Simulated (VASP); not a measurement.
Set up this calculation in VASP 6.6.1, as the native input.

| Property | Result |
| --- | --- |
| Task | single point |
| Functional | PBE |
| Potentials or basis | VASP PAW PBE potentials, release 64 (Pb_d, Te) |
| Cutoff | 520 eV |
| k mesh | 4 × 4 × 4, shifted |
| Occupations | fermi-dirac, width 0.02 eV |
| Spin | no spin polarisation |
| Dipole correction | no |
| Further INCAR settings | ALGO = Normal; EDIFF = 1e-06; NBANDS = 20; ISYM = 0 |

The structure of Te2Pb lies in POSCAR:

```
Te2Pb
1.0
    0.0000000000      3.7966139269      3.7966139269
    3.7966139269      0.0000000000      3.7966139269
    3.7966139269      3.7966139269      0.0000000000
Pb Te
1 2
Direct
    0.0000000000      0.0000000000      0.0000000000
    0.2500000000      0.2500000000      0.2500000000
    0.7500000000      0.7500000000      0.7500000000
```

The input as run:

INCAR

```
SYSTEM = Te2Pb
PREC = Accurate
ENCUT = 520
EDIFF = 1E-6
ISMEAR = -1
SIGMA = 0.02
LREAL = .FALSE.
LASPH = .TRUE.
NELM = 80
ALGO = Normal
ISIF = 2
LWAVE = .FALSE.
LCHARG = .TRUE.
GGA = PE
LELF = .TRUE.
LVHAR = .TRUE.
ISYM = 0
NBANDS = 20
```

KPOINTS

```
Automatic mesh
0
Gamma
  4 4 4
  0 0 0.5
```

Potentials or basis: VASP PAW PBE potentials, release 64 (Pb_d, Te).

Run with:

```bash
$ cat potpaw_PBE.64/Pb_d/POTCAR potpaw_PBE.64/Te/POTCAR > POTCAR
$ mpirun -np 1 vasp_std > vasp.out
```

Results of the run:

* Pressure: 0.4 GPa
* Band gap on the k mesh: zero (band 13 reaches 5.07 eV, above the bottom of band 14 at 4.20 eV)

Caveat: spin-orbit coupling is left out, which moves the levels of the heavy elements.

Run time: 8.7 min on 1 thread of AMD EPYC 7R13 (shared host), peak memory 0.4 GiB.
